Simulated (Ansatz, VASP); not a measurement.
**One calculation of HfO2, two programs**

```
CELL_PARAMETERS angstrom
5.08365 0.00000 0.00000
0.00000 5.15090 0.00000
-0.85290 0.00000 5.17887
ATOMIC_POSITIONS crystal
Hf 0.27670 0.04188 0.20813
Hf 0.72330 0.54188 0.29187
Hf 0.72330 0.95812 0.79187
Hf 0.27670 0.45812 0.70813
O 0.44655 0.75838 0.48027
O 0.55345 0.25838 0.01973
O 0.55345 0.24162 0.51973
O 0.44655 0.74162 0.98027
O 0.07264 0.33925 0.33895
O 0.92736 0.83925 0.16105
O 0.92736 0.66075 0.66105
O 0.07264 0.16075 0.83895
```

Change from the starting cell: volume scaled by 0.98.

Alike in both runs: task electric field gradients; functional PBE; k mesh 4 × 4 × 4; occupations fermi-dirac, width 0.02 eV; no spin polarisation.

```csv
,VASP,Ansatz
version,VASP 6.6.1,Ansatz 0.2.0
potentials or method,"VASP PAW PBE potentials, release 64 (Hf_pv, O)","plane-wave PAW, scalar-relativistic"
plane-wave cutoff (eV),520,420
valence electrons in the cell,88,152
```

VASP gave:

* gap on the k mesh at the Fermi level (eV): 4.09
* pressure (GPa): 6.9
* traceless stress, the component that is largest in VASP (GPa): 0.71
* rms of the force components (eV/Å): 0.028
* size of Vzz on the site where it differs most (V/Å²): 109.1

**Question.** Estimate Ansatz's values.

**Answer.** gap on the k mesh at the Fermi level (eV): 4.13; pressure (GPa): 10.3; traceless stress, the component that is largest in VASP (GPa): 0.73; rms of the force components (eV/Å): 0.057; size of Vzz on the site where it differs most (V/Å²): 130.8.

Atom by atom the forces differ by 0.035 eV/Å (rms over components). VASP's potentials hold 88 valence electrons a cell and Ansatz's 152, so a difference there can come from the potentials and not from the codes.

Neither program's run includes spin-orbit coupling.
